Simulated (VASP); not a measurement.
# Lu (Fm-3m) in VASP: further runs

The runs below take Lu through single point, with r2SCAN.

All numbers are computed with VASP 6.6.1; they aren't measurements. Logs are shortened: lines on timing, memory, paths and dates and some standing lists are left out, and cuts for length are marked.

## (1) The cell of the first run

Symmetry: Fm-3m, No. 225, cubic system. Conventional cell: a = 4.891 Å, b = 4.891 Å, c = 4.891 Å, α = 90.00°, β = 90.00°, γ = 90.00°. Within 4.5 Å of Lu (site symmetry m-3m) lie 12 Lu at 3.46 Å.

This isn't the form of Lu at room conditions, which is hcp.

## (2) Single point, r2SCAN

POSCAR

```
Lu
1.0
    0.0000000000      2.4455231465      2.4455231465
    2.4455231465      0.0000000000      2.4455231465
    2.4455231465      2.4455231465      0.0000000000
Lu
1
Direct
    0.0000000000      0.0000000000      0.0000000000
```

INCAR.step1

```
SYSTEM = Lu
ALGO = Normal
EDIFF = 1E-4
ENCUT = 520
GGA = PE
ISMEAR = -1
LASPH = .TRUE.
LCHARG = .FALSE.
LREAL = .FALSE.
LWAVE = .TRUE.
NBANDS = 18
NELM = 80
PREC = Accurate
SIGMA = 0.1
```

INCAR.step2

```
SYSTEM = Lu
ALGO = Normal
EDIFF = 1E-6
ENCUT = 520
ISIF = 2
ISMEAR = -1
ISTART = 1
LASPH = .TRUE.
LCHARG = .TRUE.
LELF = .TRUE.
LMIXTAU = .TRUE.
LREAL = .FALSE.
LVHAR = .TRUE.
LWAVE = .FALSE.
METAGGA = R2SCAN
NBANDS = 18
NELM = 80
PREC = Accurate
SIGMA = 0.1
```

KPOINTS

```
k-points
0
G
  12 12 12
  0 0 0
```

Potentials or basis: VASP PAW PBE potentials, release 64 (Lu).

Launch:

```sh
cat potpaw_PBE.64/Lu/POTCAR > POTCAR
cp INCAR.step1 INCAR
mpirun -np 1 vasp_std > vasp.out
cp INCAR.step2 INCAR
mpirun -np 1 vasp_std > vasp.out
```

OUTCAR:

```text
SYSTEM = Lu
   EDIFF = 1E-6
   ENCUT = 520
   ISIF = 2
   ISMEAR = -1
   ISTART = 1
   LASPH = .TRUE.
   LREAL = .FALSE.
   METAGGA = R2SCAN
   NELM = 80
   PREC = Accurate

 ion  position               nearest neighbor table
   1  0.000  0.000  0.000-

  LATTYP: Found a face centered cubic cell.
 ALAT       =     4.8910462930

  Lattice vectors:

 A1 = (   0.0000000000,   2.4455231465,   2.4455231465)
 A2 = (   2.4455231465,   0.0000000000,   2.4455231465)
 A3 = (   2.4455231465,   2.4455231465,   0.0000000000)

Analysis of symmetry for initial positions (statically):
=====================================================================
 Subroutine PRICEL returns:
 Original cell was already a primitive cell.

 Routine SETGRP: Setting up the symmetry group for a
 face centered cubic supercell.

 Subroutine GETGRP returns: Found 48 space group operations
 (whereof 48 operations were pure point group operations)
 out of a pool of 48 trial point group operations.

The static configuration has the point symmetry O_h .

Analysis of symmetry for dynamics (positions and initial velocities):
=====================================================================
 Subroutine PRICEL returns:
 Original cell was already a primitive cell.

 Routine SETGRP: Setting up the symmetry group for a
 face centered cubic supercell.

 Subroutine GETGRP returns: Found 48 space group operations
 (whereof 48 operations were pure point group operations)
 out of a pool of 48 trial point group operations.

The dynamic configuration has the point symmetry O_h .

 Subroutine INISYM returns: Found 48 space group operations
 (whereof 48 operations are pure point group operations),
 and found     1 'primitive' translations

----------------------------------------------------------------------------------------

                                     Primitive cell

  volume of cell :      29.2513

  direct lattice vectors                    reciprocal lattice vectors
     0.000000000  2.445523146  2.445523146    -0.204455231  0.204455231  0.204455231
     2.445523146  0.000000000  2.445523146     0.204455231 -0.204455231  0.204455231
     2.445523146  2.445523146  0.000000000     0.204455231  0.204455231 -0.204455231

  length of vectors
     3.458492001  3.458492001  3.458492001     0.354126848  0.354126848  0.354126848

  position of ions in fractional coordinates (direct lattice)
     0.000000000  0.000000000  0.000000000

  ion indices of the primitive-cell ions
   primitive index   ion index
                 1           1

----------------------------------------------------------------------------------------

 KPOINTS: k-points

Automatic generation of k-mesh.
 Grid dimensions read from file:
 generate k-points for:   12   12   12

 Generating k-lattice:

  Cartesian coordinates                     Fractional coordinates (reciprocal lattice)
    -0.017037936  0.017037936  0.017037936     0.083333333  0.000000000  0.000000000
     0.017037936 -0.017037936  0.017037936     0.000000000  0.083333333  0.000000000
     0.017037936  0.017037936 -0.017037936     0.000000000  0.000000000  0.083333333

  Length of vectors
     0.029510571  0.029510571  0.029510571

  Shift w.r.t. Gamma in fractional coordinates (k-lattice)
     0.000000000  0.000000000  0.000000000

 Subroutine IBZKPT returns following result:
 ===========================================

 Found     72 irreducible k-points:

 Following reciprocal coordinates:
            Coordinates               Weight
  0.000000  0.000000  0.000000      1.000000
  0.083333  0.000000  0.000000      8.000000
  0.166667  0.000000  0.000000      8.000000
  0.250000  0.000000  0.000000      8.000000
  0.333333  0.000000  0.000000      8.000000
  0.416667  0.000000  0.000000      8.000000
[... 16 lines left out ...]
  0.500000  0.166667  0.000000     24.000000
 -0.416667  0.166667  0.000000     24.000000
 [... further k-points ...]
   k-points           NKPTS =     72   k-points in BZ     NKDIM =     72   number of bands    NBANDS=     18
   number of dos      NEDOS =    301   number of ions     NIONS =      1
   total plane-waves  NPLWV =  21952
   dimension x,y,z NGX =    28 NGY =   28 NGZ =   28
   dimension x,y,z NGXF=    56 NGYF=   56 NGZF=   56
   ions per type =               1
   NGX,Y,Z   is equivalent  to a cutoff of  13.46, 13.46, 13.46 a.u.
   NGXF,Y,Z  is equivalent  to a cutoff of  26.92, 26.92, 26.92 a.u.
 SYSTEM =  Lu
   PREC   = accura    normal or accurate (medium, high low for compatibility)
   ISTART =      1    job   : 0-new  1-cont  2-samecut
   ICHARG =      0    charge: 1-file 2-atom 10-const
   ISPIN  =      1    spin polarized calculation?
   LNONCOLLINEAR =      F non collinear calculations
   LSORBIT =      F    spin-orbit coupling
   LASPH  =      T    aspherical Exc in radial PAW
   ENCUT  =  520.0 eV  38.22 Ry    6.18 a.u.   6.43  6.43  6.43*2*pi/ulx,y,z
   NELM   =     80;   NELMIN=  2; NELMDL=  0     # of ELM steps
   EDIFF  = 0.1E-05   stopping-criterion for ELM
   LREAL  =      F    real-space projection
   EDIFFG = 0.1E-04   stopping-criterion for IOM
   NSW    =      0    number of steps for IOM
   IBRION =     -1    ionic relax: 0-MD 1-quasi-New 2-CG
   NFREE  =      0    steps in history (QN), initial steepest desc. (CG)
   ISIF   =      2    stress and relaxation
   ISYM   =      2    0-nonsym 1-usesym 2-fastsym
   POTIM  = 0.5000    time-step for ionic-motion
   TEBEG  =    0.0;   TEEND  =   0.0 temperature during run
   PSTRESS=    0.0 pullay stress
   NELECT =      25.0000    total number of electrons
   NUPDOWN=      -1.0000    fix difference up-down
   EMIN   =  10.00;   EMAX   =-10.00  energy-range for DOS
   EFERMI =   0.00;   METHOD = LEGACY
   ISMEAR =    -1;   SIGMA  =   0.10  broadening in eV -4-tet -1-fermi 0-gaus
   EFERMI_NEDOS =   21; number of points for ismear=-14 and -15
   IALGO  =     38    algorithm
   IMIX   =      4    mixing-type and parameters
     AMIX     =   0.40;   BMIX     =  1.00
     AMIX_MAG =   1.60;   BMIX_MAG =  1.00
  volume/ion in A,a.u.               =      29.25       197.40
  Fermi-wavevector in a.u.,A,eV,Ry     =   1.553602  2.935882 32.840092  2.413679
  Thomas-Fermi vector in A             =   2.657809
   LORBIT       =      0    0 simple, 1 ext, 2 COOP (PROOUT), +10 PAW based schemes
   METAGGA = R2SCAN    functional components
   LHFCALC =     F    Hartree Fock is set to
   AEXX    =    0.0000 exact exchange contribution
   IVDW    =     0    specifies the selected vdW correction
   LEPSILON=     F    determine dielectric tensor
   LRPA    =     F    only Hartree local field effects (RPA)
 non-spin polarized calculation
  energy-cutoff  :      520.00
  volume of cell :       29.25
 maximum number of plane-waves:       817
 NGX is ok and might be reduce to    28
   NGX = 13   NGY = 13   NGZ = 13

 number of electron      25.0000002 magnetization

 Free energy of the ion-electron system (eV)
  ---------------------------------------------------
  ext. energy  EPLUGINS =         0.00000000
  ---------------------------------------------------
  free energy    TOTEN  =       -38.02600230 eV

  energy without entropy =      -37.97531634  energy(sigma->0) =      -38.00065932

 E-fermi :   2.1982     XC(G=0): -11.5880

 val. band max:        2.1498782072   @ k =  -0.2500   0.4167   0.1667
 cond. band min:       2.2214784029   @ k =  -0.3333   0.2500   0.0000
 fundamental gap:      0.0716001957
 Fermi energy:         2.1982031146

 k-point     1 :       0.0000    0.0000    0.0000
  band No.  band energies     occupation
      1     -55.7323      2.00000
      2     -25.4939      2.00000
      3     -25.4939      2.00000
      4     -25.4939      2.00000
      5      -4.1491      2.00000
      6      -3.0256      2.00000
[... 10 lines left out ...]
     17       7.2144      0.00000
     18      12.8309      0.00000

 k-point     2 :       0.0833    0.0000    0.0000
  band No.  band energies     occupation
      1     -55.7302      2.00000
      2     -25.5292      2.00000
      3     -25.4985      2.00000
      4     -25.4984      2.00000
      5      -3.9499      2.00000
      6      -3.0217      2.00000
[... 10 lines left out ...]
     17       7.0994      0.00000
     18      13.3007      0.00000

 k-point     3 :       0.1667    0.0000    0.0000
  band No.  band energies     occupation
      1     -55.7245      2.00000
      2     -25.6241      2.00000
      3     -25.5108      2.00000
      4     -25.5107      2.00000
      5      -3.3790      2.00000
      6      -3.0117      2.00000
[... 10 lines left out ...]
     17       6.9389      0.00000
     18      13.7781      0.00000

 k-point     4 :       0.2500    0.0000    0.0000
  band No.  band energies     occupation
      1     -55.7167      2.00000
      2     -25.7509      2.00000
      3     -25.5275      2.00000
      4     -25.5274      2.00000
      5      -3.0038      2.00000
      6      -2.9738      2.00000
[... 10 lines left out ...]
     17       7.1534      0.00000
     18      12.6846      0.00000

 k-point     5 :       0.3333    0.0000    0.0000
  band No.  band energies     occupation
      1     -55.7089      2.00000
      2     -25.8747      2.00000
      3     -25.5441      2.00000
      4     -25.5440      2.00000
      5      -3.0055      2.00000
      6      -2.9626      2.00000
[... 10 lines left out ...]
     17       7.8298      0.00000
     18      11.7738      0.00000

 k-point     6 :       0.4167    0.0000    0.0000
  band No.  band energies     occupation
      1     -55.7032      2.00000
      2     -25.9634      2.00000
      3     -25.5562      2.00000
      4     -25.5561      2.00000
      5      -3.0094      2.00000
      6      -2.9738      2.00000
[... 10 lines left out ...]
     17       8.6014      0.00000
     18      11.1589      0.00000

 k-point     7 :       0.5000    0.0000    0.0000
  band No.  band energies     occupation
      1     -55.7011      2.00000
      2     -25.9955      2.00000
      3     -25.5606      2.00000
      4     -25.5606      2.00000
      5      -3.0111      2.00000
      6      -2.9780      2.00000
[... 10 lines left out ...]
     17       8.9647      0.00000
     18      10.9127      0.00000

 k-point     8 :       0.0833    0.0833    0.0000
  band No.  band energies     occupation
      1     -55.7295      2.00000
      2     -25.5285      2.00000
      3     -25.5062      2.00000
      4     -25.5061      2.00000
      5      -3.8836      2.00000
      6      -3.0203      2.00000
[... 10 lines left out ...]
     17       7.3150      0.00000
     18      13.4672      0.00000
[... 229 lines left out ...]
     17       7.6011      0.00000
     18      15.0915      0.00000

 k-point    20 :       0.2500    0.1667    0.0000
  band No.  band energies     occupation
      1     -55.7160      2.00000
      2     -25.7017      2.00000
      3     -25.5603      2.00000
      4     -25.5573      2.00000
      5      -2.9932      2.00000
      6      -2.9740      2.00000
[... 10 lines left out ...]
     17       7.8239      0.00000
     18      14.7196      0.00000

 k-point    21 :       0.3333    0.1667    0.0000
  band No.  band energies     occupation
      1     -55.7089      2.00000
      2     -25.8036      2.00000
      3     -25.5804      2.00000
      4     -25.5784      2.00000
      5      -2.9879      2.00000
      6      -2.9665      2.00000
[... 10 lines left out ...]
     17       8.2969      0.00000
     18      13.3363      0.00000

 k-point    22 :       0.4167    0.1667    0.0000
  band No.  band energies     occupation
      1     -55.7025      2.00000
      2     -25.8921      2.00000
      3     -25.6089      2.00000
      4     -25.5890      2.00000
      5      -2.9915      2.00000
      6      -2.9685      2.00000
[... 10 lines left out ...]
     17       8.8819      0.00000
     18      11.7231      0.00000

 k-point    23 :       0.5000    0.1667    0.0000
  band No.  band energies     occupation
      1     -55.6985      2.00000
      2     -25.9444      2.00000
      3     -25.6355      2.00000
      4     -25.5891      2.00000
      5      -2.9948      2.00000
      6      -2.9781      2.00000
[... 10 lines left out ...]
     17       9.0390      0.00000
     18      10.5361      0.00000

 k-point    24 :      -0.4167    0.1667    0.0000
  band No.  band energies     occupation
      1     -55.6980      2.00000
      2     -25.9487      2.00000
      3     -25.6520      2.00000
      4     -25.5789      2.00000
      5      -2.9957      2.00000
      6      -2.9829      2.00000
[... 10 lines left out ...]
     17       9.2893      0.00000
     18      10.6061      0.00000

 [... further k-points ...]

------------------------ aborting loop because EDIFF is reached ----------------------------------------

  FORCE on cell =-STRESS in cart. coord.  units (eV):
  Direction    XX          YY          ZZ          XY          YZ          ZX
  --------------------------------------------------------------------------------------
  -------------------------------------------------------------------------------------
  Total        0.0385066      0.0385066      0.0385066     -0.0000000      0.0000000      0.0000000
  in kB        2.1091133      2.1091133      2.1091133     -0.0000000      0.0000000      0.0000000
  external PRESSURE =       2.1091133 kB  Pullay stress =       0.0000000 kB

 VOLUME and BASIS-vectors are now :
 -----------------------------------------------------------------------------
  energy-cutoff  :      520.00
  volume of cell :       29.25
      direct lattice vectors                 reciprocal lattice vectors
     0.000000000  2.445523146  2.445523146    -0.204455231  0.204455231  0.204455231
     2.445523146  0.000000000  2.445523146     0.204455231 -0.204455231  0.204455231
     2.445523146  2.445523146  0.000000000     0.204455231  0.204455231 -0.204455231

 POSITION                                       TOTAL-FORCE (eV/Angst)
 -----------------------------------------------------------------------------------
      0.00000      0.00000      0.00000         0.000000      0.000000      0.000000
 -----------------------------------------------------------------------------------
    total drift:                               -0.000000     -0.000000     -0.000000

  FREE ENERGIE OF THE ION-ELECTRON SYSTEM (eV)
  ---------------------------------------------------
  free  energy   TOTEN  =       -38.0260023017 eV

  energy  without entropy=      -37.9753163356  energy(sigma->0) =      -38.00065932
```

It took 77 s on 1 thread of Intel Xeon 6975P-C (Granite Rapids), shared host; peak memory 0.2 GiB.

What came out:

```
Free energy            : -38.0260 eV
Pressure               : 0.2 GPa
Band gap on the k mesh : zero (an odd number of electrons rules out a gap without spin polarisation)
```

Caveat: the PAW data sets were made with another functional, which shifts forces and pressure a little; spin-orbit coupling is left out, which moves the levels of the heavy elements.

(Continued in part 2 of 2.)

The gap in the log of VASP goes by the Fermi energy; the results here count the filled bands.